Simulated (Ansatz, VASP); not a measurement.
## Cl in VASP and in Ansatz

POSCAR

```
Cl
1.0
   12.0000000000      0.0000000000      0.0000000000
    0.0000000000     12.3000000000      0.0000000000
    0.0000000000      0.0000000000     12.6000000000
Cl
2
Direct
    0.5000000000      0.5000000000      0.4209954978
    0.5000000000      0.5000000000      0.5790045022
```

Contents of INCAR.step1:

```
ALGO     = Normal         # electronic algorithm
EDIFF    = 1E-5           # SCF threshold, eV
ENCUT    = 520            # plane-wave cutoff, eV
GGA      = PE             # functional
ISIF     = 2              # what is computed and relaxed
ISMEAR   = -1             # smearing method
LASPH    = T              # aspherical terms in the spheres
LCHARG   = F              # write CHGCAR
LREAL    = F              # projectors in reciprocal space
LWAVE    = T              # write WAVECAR
NBANDS   = 14             # bands
NELM     = 60             # most SCF steps
PREC     = Accurate       # precision mode
SIGMA    = 0.01           # smearing width, eV
```

INCAR.step2

```
AEXX     = 0.1            # exact-exchange fraction
ALGO     = Normal         # electronic algorithm
EDIFF    = 1E-7           # SCF threshold, eV
ENCUT    = 520            # plane-wave cutoff, eV
ISIF     = 2              # what is computed and relaxed
ISMEAR   = -1             # smearing method
ISTART   = 1            
LASPH    = T              # aspherical terms in the spheres
LCHARG   = F              # write CHGCAR
LHFCALC  = T              # exact exchange
LMIXTAU  = T            
LREAL    = F              # projectors in reciprocal space
LWAVE    = F              # write WAVECAR
METAGGA  = R2SCAN         # meta-GGA
NBANDS   = 14             # bands
NELM     = 60             # most SCF steps
PREC     = Accurate       # precision mode
PRECFOCK = Normal       
SIGMA    = 0.01           # smearing width, eV
```

The input KPOINTS:

```
k-points
0
Gamma
  1 1 1
```

Input for Ansatz:

```yaml
crystal:
  lattice:
    - [12.0, 0.0, 0.0]
    - [0.0, 12.3, 0.0]
    - [0.0, 0.0, 12.6]
  atoms:
    - { symbol: Cl, position: [0.5, 0.5, 0.4209954978] }
    - { symbol: Cl, position: [0.5, 0.5, 0.5790045022] }
hamiltonian:
  xc: r2scanh
  pseudopotentials:
    kind: paw
    azcp:
      Cl: "pseudopotentials/Cl.paw.azcp"
basis:
  ecutwfc: 500
  fft_grid_basis: typed
kpoints:
  mp_grid: { grid: [1, 1, 1], shift: [0, 0, 0] }
magnetization:
  spin_polarized: false
scf:
  occupations: { method: fermi_dirac, width: 0.01 }
```

Alike in both runs: task single point; functional r2SCANh; k mesh 1 × 1 × 1; occupations fermi-dirac, width 0.01 eV; no spin polarisation.

```csv
,VASP,Ansatz
version,VASP 6.6.1,Ansatz 0.2.0
potentials or method,"VASP PAW PBE potentials, release 64 (Cl), cutoff 520 eV","plane waves (500 eV) with PAW, scalar-relativistic"
valence electrons in the cell,14,14
```

|  | VASP | Ansatz | Ansatz less VASP |
| --- | --- | --- | --- |
| gap on the k mesh at the Fermi level (eV) | 4.43 | 4.39 | -0.036 |

VASP's potentials were made for PBE, not for r2SCANh. The functional is the same, so the differences come from potentials, cutoffs and numerics.
